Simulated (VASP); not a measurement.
Write the native input for VASP 6.6.1 that does the following.

- Task: single point
- Functional: PBEsol
- Potentials or basis: VASP PAW PBE potentials, release 64 (Nb_sv, P)
- Cutoff: 520 eV
- k mesh: 10 × 10 × 4
- Occupations: gaussian, width 0.1 eV
- Spin: no spin polarisation
- Dipole correction: no
- Further INCAR settings: ALGO = Normal; EDIFF = 1e-07; NBANDS = 46

The structure of NbP lies in POSCAR:

```
NbP
1.0
    3.3534525373      0.0000000000      0.0000000000
    0.0000000000      3.3119494118      0.0000000000
    0.0000000000      0.0000000000     11.2621619236
Nb P
4 4
Direct
    0.5000000000      0.5000000000      0.0001874488
    0.0000000000      0.5000000000      0.7501874488
    0.0000000000      0.0000000000      0.5001874488
    0.5000000000      0.0000000000      0.2501874488
    0.0000000000      0.0000000000      0.0824411262
    0.5000000000      0.0000000000      0.8324411262
    0.5000000000      0.5000000000      0.5824411262
    0.0000000000      0.5000000000      0.3324411262
```

This cell differs from its parent crystal: uniaxial strain along a: +1.0 %.

The input as run:

INCAR

```
SYSTEM = NbP
PREC = Accurate
ENCUT = 520
EDIFF = 1E-7
ISMEAR = 0
SIGMA = 0.1
LREAL = .FALSE.
LASPH = .TRUE.
NELM = 100
ALGO = Normal
ISIF = 2
LWAVE = .FALSE.
LCHARG = .FALSE.
GGA = PS
NBANDS = 46
```

KPOINTS

```
Automatic mesh
0
G
  10 10 4
  0 0 0
```

Potentials or basis: VASP PAW PBE potentials, release 64 (Nb_sv, P).

The run is started by

```bash
$ cat potpaw_PBE.64/Nb_sv/POTCAR potpaw_PBE.64/P/POTCAR > POTCAR
$ mpirun -np 1 vasp_std > vasp.out
```

It gave:

The pressure is -1.3 GPa, the largest force is 0.081 eV/Å and the band gap on the k mesh is zero (bands 36 and 37 overlap by 0.10 eV).

Caveat: the cell differs from its parent crystal (uniaxial strain along a: +1.0 %); the PAW data sets were made with another functional, which shifts forces and pressure a little.

Wall time 6.9 min on 1 thread of Intel(R) Xeon(R) 6975P-C (Granite Rapids), on a shared host, peak memory 0.55 GiB.
